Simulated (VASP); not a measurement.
Here is a VASP 6.6.1 calculation.

File POSCAR:

```
BaBe3
1.0
   -1.8935625827      1.8935625827      4.2297761588
    1.8935625827     -1.8935625827      4.2297761588
    1.8935625827      1.8935625827     -4.2297761588
Ba Be
1 3
Direct
    0.0000000000      0.0000000000      0.0000000000
    0.5000000000      0.5000000000      0.0000000000
    0.2500000000      0.7500000000      0.5000000000
    0.7500000000      0.2500000000      0.5000000000
```

File INCAR.step1:

```
SYSTEM = BaBe3
  ALGO = Normal
  EDIFF = 1E-4
  ENCUT = 600
  GGA = PE
  ISMEAR = 0
  LASPH = .True.
  LCHARG = .False.
  LREAL = .False.
  LWAVE = .True.
  NELM = 80
  PREC = Accurate
  SIGMA = 0.1
```

INCAR.step2

```
SYSTEM = BaBe3
  ALGO = Normal
  EDIFF = 1E-7
  EDIFFG = -0.04
  ENCUT = 600
  IBRION = 2
  ISIF = 3
  ISMEAR = 0
  ISTART = 1
  LASPH = .True.
  LCHARG = .False.
  LMIXTAU = .True.
  LREAL = .False.
  LWAVE = .False.
  METAGGA = R2SCAN
  NELM = 80
  NSW = 90
  PREC = Accurate
  SIGMA = 0.1
```

Contents of KPOINTS:

```
k-points
0
Gamma
  6 6 6
  0 0 0
```

Potentials or basis: VASP PAW PBE potentials, release 64 (Ba_sv, Be).

Launch:

```console
$ cat potpaw_PBE.64/Ba_sv/POTCAR potpaw_PBE.64/Be/POTCAR > POTCAR
$ cp INCAR.step1 INCAR
$ mpirun -np 1 vasp_std > vasp.out
$ cp INCAR.step2 INCAR
$ mpirun -np 1 vasp_std > vasp.out
```

Task: Predict the band gap on the k mesh.

Result: Zero (bands 8 and 9 overlap by 0.40 eV).

Task: Estimate the relaxed cell.

Result: a = 4.765 Å, b = 4.765 Å, c = 4.765 Å, α = 119.75°, β = 119.75°, γ = 90.43°.

Task: Estimate the space group after relaxing (to 0.1 Å).

Result: Fm-3m (No. 225).

Task: What does it give for the relaxed volume?

Result: 19.20 Å³/atom.

Final structure:
```xyz
4
Lattice="-2.3913 2.3913 3.3567 2.3913 -2.3913 3.3567 2.3913 2.3913 -3.3567" Properties=species:S:1:pos:R:3 pbc="T T T"
Ba   -2.3913    2.3913    3.3567
Be    0.0000    0.0000    3.3567
Be    2.3913    0.0000    1.6783
Be    0.0000    2.3913    1.6783
```

Caveat: the volume moved by over 15 % at a fixed basis, so the end points are rough; the PAW data sets were made with another functional, which shifts forces and pressure a little; spin-orbit coupling is left out, which moves the levels of the heavy elements.
